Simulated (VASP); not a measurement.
Set up this calculation in VASP 6.6.1, as the native input.

```yaml
Task: single point
Functional: PBE
Potentials_or_basis: VASP PAW PBE potentials, release 64 (Eu, O)
Cutoff: 600 eV
k_mesh: 8 × 8 × 6
Occupations: gaussian, width 0.05 eV
Spin: collinear spin, antiferromagnetic start
Starting_moments: "[7.0, -7.0, 0.0, 0.0] μB"
Dipole_correction: no
Further_INCAR_settings: ALGO = Normal; EDIFF = 1e-06; NBANDS = 35
```

The structure of EuO lies in POSCAR:

```
EuO
1.0
    0.0000000000      2.5302957962     -2.5302957962
    0.0000000000      2.5302957962      2.5302957962
    5.0605915924      0.0000000000      0.0000000000
Eu O
2 2
Direct
    0.0000000000      0.0000000000      0.0000000000
    0.5000000000      0.5000000000      0.5000000000
    0.0000000000      1.0000000000      0.5000000000
    0.5000000000      1.5000000000      1.0000000000
```

These files were run (other wordings do the same):

INCAR

```
SYSTEM = EuO
PREC = Accurate
ENCUT = 600
EDIFF = 1E-6
ISMEAR = 0
SIGMA = 0.05
LREAL = .FALSE.
LASPH = .TRUE.
NELM = 200
ALGO = Normal
ISIF = 2
LWAVE = .FALSE.
LCHARG = .TRUE.
ISPIN = 2
MAGMOM = 7 -7 0 0
LORBIT = 11
LMAXMIX = 6
GGA = PE
LELF = .TRUE.
LVHAR = .TRUE.
NBANDS = 35
GGA_COMPAT = .FALSE.
```

KPOINTS

```
regular mesh
0
G
  8 8 6
  0 0 0
```

Potentials or basis: VASP PAW PBE potentials, release 64 (Eu, O).

Run with:

```sh
$ cat potpaw_PBE.64/Eu/POTCAR potpaw_PBE.64/O/POTCAR > POTCAR
$ mpirun -np 1 vasp_std > vasp.out
```

Results of the run:

| Property | Result |
| --- | --- |
| Pressure | -0.8 GPa |
| Band gap on the k mesh | zero (filled and empty bands overlap) |
| Net moment | 0.00 μB per cell |
| Site moments | Eu +6.47, -6.47; O +0.04, -0.04 μB |
| Valence electrons inside the program's atomic spheres | Eu 14.82; O 4.96 |

Caveat: spin-orbit coupling is left out, which moves the levels of the heavy elements; semilocal functionals describe open f shells poorly, which spoils levels, moments and volumes.

Run time: 6.5 min on 1 thread of Intel(R) Xeon(R) Platinum 8488C (Sapphire Rapids), on a shared host, peak memory 0.39 GiB.
